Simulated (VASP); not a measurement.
A run of VASP 6.6.1 is set up as follows.

The input INCAR:

```
PREC = Accurate
ENCUT = 600
EDIFF = 1E-6
ISMEAR = 0
SIGMA = 0.01
LREAL = F
LASPH = T
NELM = 120
ALGO = Normal
ISIF = 2
LWAVE = F
LCHARG = F
GGA = PE
NBANDS = 16
GGA_COMPAT = F
```

File KPOINTS:

```
regular mesh
0
Gamma
  4 4 3
```

File POSCAR:

```
AlN
1.0
    3.1100000000      0.0000000000      0.0000000000
   -1.5550000000      2.6933390058      0.0000000000
    0.0000000000      0.0000000000      4.9871206387
Al N
2 2
Direct
    0.3333333333      0.6666666667      0.0001725264
    0.6666666667      0.3333333333      0.5001725264
    0.3333333333      0.6666666667      0.3818274736
    0.6666666667      0.3333333333      0.8818274736
```

Potentials or basis: VASP PAW PBE potentials, release 64 (Al, N).

Launch:

```console
$ cat potpaw_PBE.64/Al/POTCAR potpaw_PBE.64/N/POTCAR > POTCAR
$ mpirun -np 1 vasp_std > vasp.out
```

What does it give for the largest force?

0.011 eV/Å.

Estimate the pressure.

3.5 GPa.

Predict the band gap on the k mesh.

4.21 eV, direct.

Forces in eV/Å, atoms in the order of the input:
```
Al   0.000  0.000 -0.011
Al   0.000  0.000 -0.011
N    0.000  0.000  0.011
N    0.000  0.000  0.011
```

Caveat: the k points lie up to 0.58 Å⁻¹ apart. PBE gaps usually lie below the measured ones, often by a third to a half.
